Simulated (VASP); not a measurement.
# Li in VASP: notebook

Runs on Li. Level: PBE. Tasks: single point.

Program: VASP 6.6.1. These are calculated values, not measurements. Logs are shortened: lines on timing, memory, paths and dates and some standing lists are left out, and cuts for length are marked.

## 1. The cell of the first run

The structure is cubic, space group Fm-3m (No. 225). The conventional cell has a = 4.404 Å, b = 4.404 Å, c = 4.404 Å, α = 90.00°, β = 90.00°, γ = 90.00°. Within 4.1 Å of Li (site symmetry m-3m) lie 12 Li at 3.11 Å.

This isn't the form of Li at room conditions, which is bcc.

## 2. Single point, PBE

INCAR

```
SYSTEM = Li
  ALGO = Normal
  EDIFF = 1E-6
  ENCUT = 520
  GGA = PE
  ISIF = 2
  ISMEAR = -1
  LASPH = .TRUE.
  LCHARG = .TRUE.
  LELF = .TRUE.
  LREAL = .FALSE.
  LVHAR = .TRUE.
  LWAVE = .FALSE.
  NBANDS = 8
  NELM = 100
  PREC = Accurate
  SIGMA = 0.05
```

KPOINTS

```
k-points
0
G
  22 22 22
  0 0 0
```

POSCAR

```
Li
1.0
    0.0000000000      2.2020000000      2.2020000000
    2.2020000000      0.0000000000      2.2020000000
    2.2020000000      2.2020000000      0.0000000000
Li
1
Direct
    0.0000000000      0.0000000000      0.0000000000
```

Potentials or basis: VASP PAW PBE potentials, release 64 (Li_sv).

Launch:

```sh
$ cat potpaw_PBE.64/Li_sv/POTCAR > POTCAR
$ mpirun -np 1 vasp_std > vasp.out
```

OUTCAR:

```text
SYSTEM = Li
   EDIFF = 1E-6
   ENCUT = 520
   GGA = PE
   ISIF = 2
   ISMEAR = -1
   LASPH = .TRUE.
   LREAL = .FALSE.
   NELM = 100
   PREC = Accurate

 ion  position               nearest neighbor table
   1  0.000  0.000  0.000-

  LATTYP: Found a face centered cubic cell.
 ALAT       =     4.4040000000

  Lattice vectors:

 A1 = (   0.0000000000,   2.2020000000,   2.2020000000)
 A2 = (   2.2020000000,   0.0000000000,   2.2020000000)
 A3 = (   2.2020000000,   2.2020000000,   0.0000000000)

Analysis of symmetry for initial positions (statically):
=====================================================================
 Subroutine PRICEL returns:
 Original cell was already a primitive cell.

 Routine SETGRP: Setting up the symmetry group for a
 face centered cubic supercell.

 Subroutine GETGRP returns: Found 48 space group operations
 (whereof 48 operations were pure point group operations)
 out of a pool of 48 trial point group operations.

The static configuration has the point symmetry O_h .

Analysis of symmetry for dynamics (positions and initial velocities):
=====================================================================
 Subroutine PRICEL returns:
 Original cell was already a primitive cell.

 Routine SETGRP: Setting up the symmetry group for a
 face centered cubic supercell.

 Subroutine GETGRP returns: Found 48 space group operations
 (whereof 48 operations were pure point group operations)
 out of a pool of 48 trial point group operations.

The dynamic configuration has the point symmetry O_h .

 Subroutine INISYM returns: Found 48 space group operations
 (whereof 48 operations are pure point group operations),
 and found     1 'primitive' translations

----------------------------------------------------------------------------------------

                                     Primitive cell

  volume of cell :      21.3541

  direct lattice vectors                    reciprocal lattice vectors
     0.000000000  2.202000000  2.202000000    -0.227066303  0.227066303  0.227066303
     2.202000000  0.000000000  2.202000000     0.227066303 -0.227066303  0.227066303
     2.202000000  2.202000000  0.000000000     0.227066303  0.227066303 -0.227066303

  length of vectors
     3.114098264  3.114098264  3.114098264     0.393290374  0.393290374  0.393290374

  position of ions in fractional coordinates (direct lattice)
     0.000000000  0.000000000  0.000000000

  ion indices of the primitive-cell ions
   primitive index   ion index
                 1           1

----------------------------------------------------------------------------------------

 KPOINTS: k-points

Automatic generation of k-mesh.
 Grid dimensions read from file:
 generate k-points for:   22   22   22

 Generating k-lattice:

  Cartesian coordinates                     Fractional coordinates (reciprocal lattice)
    -0.010321196  0.010321196  0.010321196     0.045454545  0.000000000  0.000000000
     0.010321196 -0.010321196  0.010321196     0.000000000  0.045454545  0.000000000
     0.010321196  0.010321196 -0.010321196     0.000000000  0.000000000  0.045454545

  Length of vectors
     0.017876835  0.017876835  0.017876835

  Shift w.r.t. Gamma in fractional coordinates (k-lattice)
     0.000000000  0.000000000  0.000000000

 Subroutine IBZKPT returns following result:
 ===========================================

 Found    328 irreducible k-points:

 Following reciprocal coordinates:
            Coordinates               Weight
  0.000000  0.000000  0.000000      1.000000
  0.045455  0.000000  0.000000      8.000000
  0.090909  0.000000  0.000000      8.000000
  0.136364  0.000000  0.000000      8.000000
  0.181818  0.000000  0.000000      8.000000
  0.227273  0.000000  0.000000      8.000000
[... 16 lines left out ...]
  0.500000  0.045455  0.000000     24.000000
 -0.454545  0.045455  0.000000     24.000000
 [... further k-points ...]
   k-points           NKPTS =    328   k-points in BZ     NKDIM =    328   number of bands    NBANDS=      8
   number of dos      NEDOS =    301   number of ions     NIONS =      1
   total plane-waves  NPLWV =  13824
   dimension x,y,z NGX =    24 NGY =   24 NGZ =   24
   dimension x,y,z NGXF=    48 NGYF=   48 NGZF=   48
   ions per type =               1
   NGX,Y,Z   is equivalent  to a cutoff of  12.81, 12.81, 12.81 a.u.
   NGXF,Y,Z  is equivalent  to a cutoff of  25.62, 25.62, 25.62 a.u.
 SYSTEM =  Li
   PREC   = accura    normal or accurate (medium, high low for compatibility)
   ISTART =      0    job   : 0-new  1-cont  2-samecut
   ICHARG =      2    charge: 1-file 2-atom 10-const
   ISPIN  =      1    spin polarized calculation?
   LNONCOLLINEAR =      F non collinear calculations
   LSORBIT =      F    spin-orbit coupling
   LASPH  =      T    aspherical Exc in radial PAW
   ENCUT  =  520.0 eV  38.22 Ry    6.18 a.u.   5.79  5.79  5.79*2*pi/ulx,y,z
   NELM   =    100;   NELMIN=  2; NELMDL= -5     # of ELM steps
   EDIFF  = 0.1E-05   stopping-criterion for ELM
   LREAL  =      F    real-space projection
   EDIFFG = 0.1E-04   stopping-criterion for IOM
   NSW    =      0    number of steps for IOM
   IBRION =     -1    ionic relax: 0-MD 1-quasi-New 2-CG
   NFREE  =      0    steps in history (QN), initial steepest desc. (CG)
   ISIF   =      2    stress and relaxation
   ISYM   =      2    0-nonsym 1-usesym 2-fastsym
   POTIM  = 0.5000    time-step for ionic-motion
   TEBEG  =    0.0;   TEEND  =   0.0 temperature during run
   PSTRESS=    0.0 pullay stress
   NELECT =       3.0000    total number of electrons
   NUPDOWN=      -1.0000    fix difference up-down
   EMIN   =  10.00;   EMAX   =-10.00  energy-range for DOS
   EFERMI =   0.00;   METHOD = LEGACY
   ISMEAR =    -1;   SIGMA  =   0.05  broadening in eV -4-tet -1-fermi 0-gaus
   EFERMI_NEDOS =   21; number of points for ismear=-14 and -15
   IALGO  =     38    algorithm
   IMIX   =      4    mixing-type and parameters
     AMIX     =   0.40;   BMIX     =  1.00
     AMIX_MAG =   1.60;   BMIX_MAG =  1.00
  volume/ion in A,a.u.               =      21.35       144.10
  Fermi-wavevector in a.u.,A,eV,Ry     =   0.851049  1.608250  9.854489  0.724285
  Thomas-Fermi vector in A             =   1.967122
   LORBIT       =      0    0 simple, 1 ext, 2 COOP (PROOUT), +10 PAW based schemes
   GGA     = PE    functional components
   LHFCALC =     F    Hartree Fock is set to
   AEXX    =    0.0000 exact exchange contribution
   IVDW    =     0    specifies the selected vdW correction
   LEPSILON=     F    determine dielectric tensor
   LRPA    =     F    only Hartree local field effects (RPA)
 non-spin polarized calculation
  energy-cutoff  :      520.00
  volume of cell :       21.35
 maximum number of plane-waves:       589
   NGX = 11   NGY = 11   NGZ = 11

 number of electron       3.0000005 magnetization

 Free energy of the ion-electron system (eV)
  ---------------------------------------------------
  ext. energy  EPLUGINS =         0.00000000
  ---------------------------------------------------
  free energy    TOTEN  =        -1.90604046 eV

  energy without entropy =       -1.90180291  energy(sigma->0) =       -1.90392169

 E-fermi :   0.4942     XC(G=0):  -6.9185

 val. band max:        0.4878224503   @ k =   0.5000   0.0000   0.0000
 cond. band min:       0.5029819173   @ k =   0.5000   0.0455   0.0000
 fundamental gap:      0.0151594669
 Fermi energy:         0.4942469744

 k-point     1 :       0.0000    0.0000    0.0000
  band No.  band energies     occupation
      1     -46.1335      2.00000
      2      -3.0088      2.00000
      3      14.3125      0.00000
      4      14.3126      0.00000
      5      14.3126      0.00000
      6      18.1192      0.00000
      7      18.1192      0.00000
      8      18.1192      0.00000

 k-point     2 :       0.0455    0.0000    0.0000
  band No.  band energies     occupation
      1     -46.1332      2.00000
      2      -2.9724      2.00000
      3      13.9045      0.00000
      4      14.2278      0.00000
      5      14.2278      0.00000
      6      17.6088      0.00000
      7      18.2683      0.00000
      8      18.2683      0.00000

 k-point     3 :       0.0909    0.0000    0.0000
  band No.  band energies     occupation
      1     -46.1324      2.00000
      2      -2.8641      2.00000
      3      12.8663      0.00000
      4      14.0125      0.00000
      5      14.0125      0.00000
      6      17.3400      0.00000
      7      18.6557      0.00000
      8      18.6557      0.00000

 k-point     4 :       0.1364    0.0000    0.0000
  band No.  band energies     occupation
      1     -46.1311      2.00000
      2      -2.6829      2.00000
      3      11.5526      0.00000
      4      13.7404      0.00000
      5      13.7404      0.00000
      6      17.3728      0.00000
      7      19.1049      0.00000
      8      19.1050      0.00000

 k-point     5 :       0.1818    0.0000    0.0000
  band No.  band energies     occupation
      1     -46.1293      2.00000
      2      -2.4295      2.00000
      3      10.1762      0.00000
      4      13.4672      0.00000
      5      13.4673      0.00000
      6      17.5452      0.00000
      7      19.2432      0.00000
      8      19.2433      0.00000

 k-point     6 :       0.2273    0.0000    0.0000
  band No.  band energies     occupation
      1     -46.1273      2.00000
      2      -2.1046      2.00000
      3       8.8241      0.00000
      4      13.2238      0.00000
      5      13.2238      0.00000
      6      17.7392      0.00000
      7      18.8488      0.00000
      8      18.8489      0.00000

 k-point     7 :       0.2727    0.0000    0.0000
  band No.  band energies     occupation
      1     -46.1253      2.00000
      2      -1.7102      2.00000
      3       7.5345      0.00000
      4      13.0242      0.00000
      5      13.0243      0.00000
      6      17.8126      0.00000
      7      18.2558      0.00000
      8      18.2559      0.00000

 k-point     8 :       0.3182    0.0000    0.0000
  band No.  band energies     occupation
      1     -46.1233      2.00000
      2      -1.2514      2.00000
      3       6.3299      0.00000
      4      12.8729      0.00000
      5      12.8729      0.00000
      6      17.6811      0.00000
      7      17.6812      0.00000
      8      17.6907      0.00000

 k-point     9 :       0.3636    0.0000    0.0000
  band No.  band energies     occupation
      1     -46.1216      2.00000
      2      -0.7397      2.00000
      3       5.2313      0.00000
      4      12.7675      0.00000
      5      12.7675      0.00000
      6      17.1956      0.00000
      7      17.1957      0.00000
      8      17.4795      0.00000

 k-point    10 :       0.4091    0.0000    0.0000
  band No.  band energies     occupation
      1     -46.1202      2.00000
      2      -0.2047      2.00000
      3       4.2737      0.00000
      4      12.7018      0.00000
      5      12.7018      0.00000
      6      16.8300      0.00000
      7      16.8300      0.00000
      8      17.2874      0.00000
[... 78 lines left out ...]
 k-point    18 :       0.2727    0.0455    0.0000
  band No.  band energies     occupation
      1     -46.1258      2.00000
      2      -1.8160      2.00000
      3       7.9744      0.00000
      4      12.4802      0.00000
      5      13.4828      0.00000
      6      16.8581      0.00000
      7      18.5728      0.00000
      8      19.1430      0.00000

 k-point    19 :       0.3182    0.0455    0.0000
  band No.  band energies     occupation
      1     -46.1238      2.00000
      2      -1.3772      2.00000
      3       6.7407      0.00000
      4      12.3450      0.00000
      5      13.2605      0.00000
      6      16.4205      0.00000
      7      18.5242      0.00000
      8      18.7297      0.00000

 k-point    20 :       0.3636    0.0455    0.0000
  band No.  band energies     occupation
      1     -46.1220      2.00000
      2      -0.8802      2.00000
      3       5.6042      0.00000
      4      12.2776      0.00000
      5      13.0497      0.00000
      6      16.0331      0.00000
      7      17.9526      0.00000
      8      18.6406      0.00000

 k-point    21 :       0.4091    0.0455    0.0000
  band No.  band energies     occupation
      1     -46.1205      2.00000
      2      -0.3461      2.00000
      3       4.5930      0.00000
      4      12.2753      0.00000
      5      12.8470      0.00000
      6      15.7640      0.00000
      7      17.4677      0.00000
      8      18.4516      0.00000

 k-point    22 :       0.4545    0.0455    0.0000
  band No.  band energies     occupation
      1     -46.1194      2.00000
      2       0.1675      1.99710
      3       3.7690      0.00000
      4      12.3327      0.00000
      5      12.6528      0.00000
      6      15.6333      0.00000
      7      17.0897      0.00000
      8      18.3144      0.00000

 k-point    23 :       0.5000    0.0455    0.0000
  band No.  band energies     occupation
      1     -46.1189      2.00000
      2       0.5030      0.91287
      3       3.2918      0.00000
      4      12.4413      0.00000
      5      12.4756      0.00000
      6      15.6405      0.00000
      7      16.8329      0.00000
      8      18.2687      0.00000

 k-point    24 :      -0.4545    0.0455    0.0000
  band No.  band energies     occupation
      1     -46.1190      2.00000
      2       0.4271      1.58616
      3       3.3959      0.00000
      4      12.3286      0.00000
      5      12.5906      0.00000
      6      15.7748      0.00000
      7      16.7104      0.00000
      8      18.3237      0.00000

 [... further k-points ...]
[... 5 lines left out ...]
  --------------------------------------------------------------------------------------
  -------------------------------------------------------------------------------------
  Total       -0.1001167     -0.1001167     -0.1001167     -0.0000000     -0.0000000      0.0000000
  in kB       -7.5116439     -7.5116439     -7.5116439     -0.0000000     -0.0000000      0.0000000
  external PRESSURE =      -7.5116439 kB  Pullay stress =       0.0000000 kB

 VOLUME and BASIS-vectors are now :
 -----------------------------------------------------------------------------
  energy-cutoff  :      520.00
  volume of cell :       21.35
      direct lattice vectors                 reciprocal lattice vectors
     0.000000000  2.202000000  2.202000000    -0.227066303  0.227066303  0.227066303
     2.202000000  0.000000000  2.202000000     0.227066303 -0.227066303  0.227066303
     2.202000000  2.202000000  0.000000000     0.227066303  0.227066303 -0.227066303

 POSITION                                       TOTAL-FORCE (eV/Angst)
 -----------------------------------------------------------------------------------
      0.00000      0.00000      0.00000         0.000000      0.000000      0.000000
 -----------------------------------------------------------------------------------
    total drift:                               -0.000000      0.000000     -0.000000

  FREE ENERGIE OF THE ION-ELECTRON SYSTEM (eV)
  ---------------------------------------------------
  free  energy   TOTEN  =        -1.9060404611 eV

  energy  without entropy=       -1.9018029107  energy(sigma->0) =       -1.90392169
```

Wall time 36 s (1 thread of Intel Xeon 8259CL, shared host); peak memory 0.16 GiB.

Results:

```yaml
Free_energy: -1.9060 eV
Band_gap_on_the_k_mesh: zero (an odd number of electrons rules out a gap without spin polarisation)
```

Caveat: the cutoff is under 1.25 times the usual one of these potentials, so pressure, stress and relaxed cells hold a basis-set (Pulay) error.

## 3. Single point, PBE (z stretched by +3 % at fixed volume)

INCAR

```
PREC     = Accurate       # precision mode
ENCUT    = 520            # plane-wave cutoff, eV
EDIFF    = 1E-6           # SCF threshold, eV
ISMEAR   = -1             # smearing method
SIGMA    = 0.05           # smearing width, eV
LREAL    = F              # projectors in reciprocal space
LASPH    = T              # aspherical terms in the spheres
NELM     = 60             # most SCF steps
ALGO     = Normal         # electronic algorithm
ISIF     = 2              # what is computed and relaxed
LWAVE    = F              # write WAVECAR
LCHARG   = F              # write CHGCAR
GGA      = PE             # functional
NBANDS   = 8              # bands
```

KPOINTS

```
regular mesh
0
Gamma
  16 16 16
```

POSCAR

```
Li
1.0
    0.0000000000      2.1696950706      2.2680600000
    2.1696950706      0.0000000000      2.2680600000
    2.1696950706      2.1696950706      0.0000000000
Li
1
Direct
    0.0000000000      0.0000000000      0.0000000000
```

Potentials or basis: VASP PAW PBE potentials, release 64 (Li_sv).

Launch:

```sh
$ cat potpaw_PBE.64/Li_sv/POTCAR > POTCAR
$ mpirun -np 1 vasp_std > vasp.out
```

It took 38 s on 1 thread of Intel Xeon 8259CL, shared host; peak memory 0.17 GiB.

Results (log left out):

```
Free energy            : -1.9071 eV
Band gap on the k mesh : zero (an odd number of electrons rules out a gap without spin polarisation)
```

Levels at points of the mesh, in eV from the Fermi level:
```csv
k point,band 1,band 2,band 3,band 4,band 5,band 6
"(0.00, 0.00, 0.00)",-46.61,-3.49,13.83,13.83,13.86,17.56
"(0.50, 0.00, 0.00)",-46.60,0.01,2.77,11.76,12.55,15.56
"(0.50, 0.50, 0.00)",-46.60,1.14,4.15,8.56,8.56,10.71
"(0.50, 0.00, 0.50)",-46.59,1.68,4.72,7.85,8.07,10.12
```

Caveat: the cutoff is under 1.25 times the usual one of these potentials, so pressure, stress and relaxed cells hold a basis-set (Pulay) error.

[end of part 1 of 2]
